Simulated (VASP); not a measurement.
Input of a VASP 6.6.1 run:

File INCAR:

```
SYSTEM = Ba
ALGO = Normal
DIPOL = 0.5 0.5 0.500
EDIFF = 1E-6
ENCUT = 400
GGA = PE
GGA_COMPAT = .False.
IDIPOL = 3
ISIF = 2
ISMEAR = -1
LASPH = .True.
LCHARG = .True.
LDIPOL = .True.
LELF = .True.
LREAL = .False.
LVACPOTAV = .True.
LVHAR = .True.
LWAVE = .False.
NBANDS = 28
NELM = 120
NELMDL = -8
PREC = Accurate
SIGMA = 0.05
```

KPOINTS

```
k-points
0
Gamma
  6 6 1
  0 0 0
```

The input POSCAR:

```
Ba
1.0
    4.5716786896      0.0000000000      0.0000000000
    0.0000000000      4.5716786896      0.0000000000
    0.0000000000      0.0000000000     24.6979950084
Ba
4
Direct
    0.5000000000      0.5000000000      0.3036683746
    0.0000000000      0.0000000000      0.4345561249
    0.5000000000      0.5000000000      0.5654438751
    0.0000000000      0.0000000000      0.6963316254
```

Potentials or basis: VASP PAW PBE potentials, release 64 (Ba_sv).

Launch:

```console
$ cat potpaw_PBE.64/Ba_sv/POTCAR > POTCAR
$ mpirun -np 1 vasp_std > vasp.out
```

Q: Estimate the band gap on the k mesh.

A: Zero (bands 20 and 21 overlap by 0.08 eV).

Q: Estimate the largest force.

A: 0.071 eV/Å.

Forces in eV/Å, atoms in the order of the input:
```
Ba   0.000  0.000  0.071
Ba   0.000  0.000 -0.043
Ba   0.000  0.000  0.043
Ba   0.000  0.000 -0.071
```

Caveat: spin-orbit coupling is left out, which moves the levels of the heavy elements.
